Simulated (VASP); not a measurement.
Si2Ni, 9 atoms in the cell. The structure is trigonal, space group P-3m1 (No. 164). Conventional cell: a = 3.812 Å, b = 3.812 Å, c = 9.188 Å, α = 90.00°, β = 90.00°, γ = 120.00°. Within 3.1 Å of Si (site symmetry 3m) lie 4 Ni at 2.33 Å and 6 Si at 2.70 Å. Within 2.9 Å of Si (site symmetry 3m) lie 4 Ni at 2.18 to 2.33 Å and 6 Si at 2.61 to 2.70 Å. Within 3.1 Å of Si (site symmetry 3m) lie 4 Ni at 2.33 Å and 6 Si at 2.70 Å. Ni (site symmetry -3m) has 8 Si at 2.33 Å within 3.1 Å. Ni (site symmetry 3m) has 8 Si at 2.18 to 2.33 Å within 2.9 Å. 

```yaml
Program: VASP 6.6.1
Task: single point
Functional: PBEsol
Potentials_or_basis: VASP PAW PBE potentials, release 64 (Si, Ni)
Cutoff: 520 eV
k_mesh: 14 × 14 × 5
Occupations: gaussian, width 0.15 eV
Spin: no spin polarisation
Dipole_correction: no
Further_INCAR_settings: ALGO = Normal; EDIFF = 1e-07; NBANDS = 37
```

Potentials or basis: VASP PAW PBE potentials, release 64 (Si, Ni).

Command:

```console
$ cat potpaw_PBE.64/Si/POTCAR potpaw_PBE.64/Ni/POTCAR > POTCAR
$ mpirun -np 1 vasp_std > vasp.out
```

Hardware: 1 thread of Intel Xeon 6975P-C, on a shared host.

Question: How long does it take, and how much memory?

Answer: Run time: 9.3 min on 1 thread of Intel Xeon 6975P-C (shared host), peak memory 0.47 GiB. Counts: scf iterations 18, k points 104.
